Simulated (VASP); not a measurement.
# Rb2CdSe2O6: single point with PBE

Crystal: Rb2CdSe2O6.

```
Rb Cd Se O
1.0
     2.87515    1.65997    6.55617
    -2.87515    1.65997    6.55617
     0.00000   -3.31994    6.55617
Rb Cd Se O
2 1 2 6
Direct
  0.80228 0.80228 0.80228
  0.19772 0.19772 0.19772
  0.00000 0.00000 0.00000
  0.62588 0.62588 0.62588
  0.37412 0.37412 0.37412
  0.74482 0.27656 0.74482
  0.74482 0.74482 0.27656
  0.27656 0.74482 0.74482
  0.25518 0.72344 0.25518
  0.72344 0.25518 0.25518
  0.25518 0.25518 0.72344
```

- Program: VASP 6.6.1
- Task: single point
- Functional: PBE
- Potentials or basis: VASP PAW PBE potentials, release 64 (Rb_sv, Cd, Se, O)
- Cutoff: 520 eV
- k mesh: 4 × 4 × 4
- Occupations: fermi-dirac, width 0.02 eV
- Spin: no spin polarisation
- Dipole correction: no
- Further INCAR settings: ALGO = Normal; EDIFF = 1e-06; NBANDS = 50

```json
{
 "Pressure": "3.4 GPa",
 "Largest force": "0.266 eV/Å",
 "Band gap on the k mesh": "3.86 eV (least direct gap 4.00 eV)"
}
```

Forces on the atoms (eV/Å):
```
Rb   0.000  0.000  0.002
Rb   0.000  0.000 -0.002
Cd   0.000  0.000  0.000
Se   0.000  0.000  0.266
Se   0.000  0.000 -0.266
O    0.130 -0.075 -0.110
O    0.000  0.150 -0.110
O   -0.130 -0.075 -0.110
O   -0.130  0.075  0.110
O    0.130  0.075  0.110
O    0.000 -0.150  0.110
```

Stress tensor (GPa, compression positive):
```
3.73 0.00 0.00
0.00 3.73 0.00
0.00 0.00 2.81
```

Levels at points of the mesh, in eV from the valence-band top:
```tsv
k point	band 35	band 36	band 37	band 38	band 39	band 40	band 41	band 42	band 43	band 44
(0.00, 0.00, 0.00)	-0.36	-0.30	-0.20	-0.20	-0.14	3.86	4.68	4.68	5.33	5.79
(0.50, 0.00, 0.00)	-0.58	-0.49	-0.33	-0.18	-0.02	4.56	4.71	5.47	6.26	6.80
(0.50, 0.50, 0.00)	-0.51	-0.50	-0.20	-0.13	-0.05	4.50	4.86	5.47	6.21	6.69
(0.50, 0.50, 0.50)	-0.29	-0.29	-0.26	-0.18	-0.16	4.13	4.71	4.77	4.77	6.22
```

It used 240 s of CPU time on 1 thread of Intel(R) Xeon(R) Platinum 8488C (Sapphire Rapids), with other jobs on the host.

Caveat: the cell stands under pressure. A k mesh can miss the band edges.
